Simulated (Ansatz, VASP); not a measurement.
# BN in VASP and in Ansatz

INCAR

```
PREC = Accurate
ENCUT = 520
EDIFF = 1E-6
ISMEAR = 0
SIGMA = 0.05
LREAL = F
LASPH = T
NELM = 100
ALGO = Normal
ISIF = 2
LWAVE = F
LCHARG = F
GGA = PE
NBANDS = 36
```

Contents of KPOINTS:

```
Automatic mesh
0
Gamma
  10 10 2
```

The input POSCAR:

```
BN
1.0
    1.8130010000     -1.8130010000      0.0000000000
    1.8130010000      0.0000000000     -1.8130010000
    7.4333041000      7.0707039000      7.2520040000
B N
6 6
Direct
    0.6604200000      0.6666666667      0.0624666667
   -0.0895800000      0.0000000000      0.8958000000
    0.3104200000      0.3333333333      0.2291333333
    0.6104200000      0.6666666667      0.5624666667
   -0.0395800000      0.0000000000      0.3958000000
    0.2604200000      0.3333333333      0.7291333333
    0.6229200000      0.6666666667      0.4374666667
    0.9729200000      1.0000000000      0.2708000000
    0.2729200000      0.3333333333      0.6041333333
    0.5729200000      0.6666666667      0.9374666667
   -0.0770800000      0.0000000000      0.7708000000
    0.3229200000      0.3333333333      0.1041333333
```

Input for Ansatz:

```yaml
crystal:
  lattice:
    - [1.813001, -1.813001, 0.0]
    - [1.813001, 0.0, -1.813001]
    - [7.4333041, 7.0707039, 7.252004]
  atoms:
    - { symbol: B, position: [0.66042, 0.6666666667, 0.0624666667] }
    - { symbol: B, position: [-0.08958, 0.0, 0.8958] }
    - { symbol: B, position: [0.31042, 0.3333333333, 0.2291333333] }
    - { symbol: B, position: [0.61042, 0.6666666667, 0.5624666667] }
    - { symbol: B, position: [-0.03958, 0.0, 0.3958] }
    - { symbol: B, position: [0.26042, 0.3333333333, 0.7291333333] }
    - { symbol: "N", position: [0.62292, 0.6666666667, 0.4374666667] }
    - { symbol: "N", position: [0.97292, 1.0, 0.2708] }
    - { symbol: "N", position: [0.27292, 0.3333333333, 0.6041333333] }
    - { symbol: "N", position: [0.57292, 0.6666666667, 0.9374666667] }
    - { symbol: "N", position: [-0.07708, 0.0, 0.7708] }
    - { symbol: "N", position: [0.32292, 0.3333333333, 0.1041333333] }
basis:
  ecutwfc: 420
kpoints:
  mp_grid: { grid: [10, 10, 2] }
hamiltonian:
  xc: pbe
scf:
  occupations: { method: gaussian, width: 0.05 }
output:
  forces: true
  stress: true
  eigenvalues: true
```

Alike in both runs: task single point; functional PBE; k mesh 10 × 10 × 2; occupations gaussian, width 0.05 eV; no spin polarisation.

|  | VASP | Ansatz |
| --- | --- | --- |
| version | VASP 6.6.1 | Ansatz 0.2.0 |
| potentials or method | VASP PAW PBE potentials, release 64 (B, N), cutoff 520 eV | scalar-relativistic, plane waves, PAW |
| valence electrons in the cell | 48 | 48 |

|  | VASP | Ansatz | Ansatz less VASP |
| --- | --- | --- | --- |
| gap on the k mesh at the Fermi level (eV) | 4.09 | 4.10 | +0.012 |
| least direct gap on the mesh (eV) | 5.91 | 5.92 | +0.013 |
| pressure (GPa) | -0.2 | -0.4 | -0.23 |
| traceless stress, the component that is largest in VASP (GPa) | -5.42 | -5.42 | +0.004 |
| rms of the force components (eV/Å) | 0.326 | 0.326 | +0.0004 |

Atom by atom the forces differ by 0.001 eV/Å (rms over components).
